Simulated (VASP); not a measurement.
The system is SiF.

```xyz
2
Lattice="3.0286 0.0000 0.0000 0.0000 3.0286 0.0000 0.0000 0.0000 3.0286" Properties=species:S:1:pos:R:3 pbc="T T T"
Si    1.5143    1.5143    1.5143
F     0.0000    0.0000    0.0000
```

```yaml
Program: VASP 6.6.1
Task: relaxation of cell and atoms
Functional: PBEsol-based global hybrid with 25 % exact exchange
Potentials_or_basis: VASP PAW PBE potentials, release 64 (Si, F)
Cutoff: 600 eV
k_mesh: 5 × 5 × 5
Occupations: fermi-dirac, width 0.05 eV
Spin: no spin polarisation
```

At the start: pressure -4.9 GPa; volume 13.89 Å³/atom.

Q: Where does the relaxation end?

A: Over 3 steps the energy falls by 13.0 meV/atom and the volume is 13.08 Å³/atom (-5.8 %); space group Pm-3m (No. 221, to 0.1 Å) before and after.

The path:
```tsv
step	energy change (eV)	largest force (eV/Å)	pressure (GPa)	volume (Å³)
1	0.0000	0.0000	-4.89	27.78
2	-0.0260	0.0000	0.18	26.11
3	-0.0260	0.0000	0.01	26.16
```

Final structure:
```xyz
2
Lattice="2.9686 0.0000 0.0000 0.0000 2.9686 0.0000 0.0000 0.0000 2.9686" Properties=species:S:1:pos:R:3 pbc="T T T"
Si    1.4843    1.4843    1.4843
F     0.0000    0.0000    0.0000
```

Caveat: the k points lie up to 0.42 Å⁻¹ apart in the final cell, too coarse for converged energies and pressures of a metal; the PAW data sets were made with another functional, which shifts forces and pressure a little; an odd number of electrons without spin polarisation forces a metal; a magnetic or distorted state may lie lower.
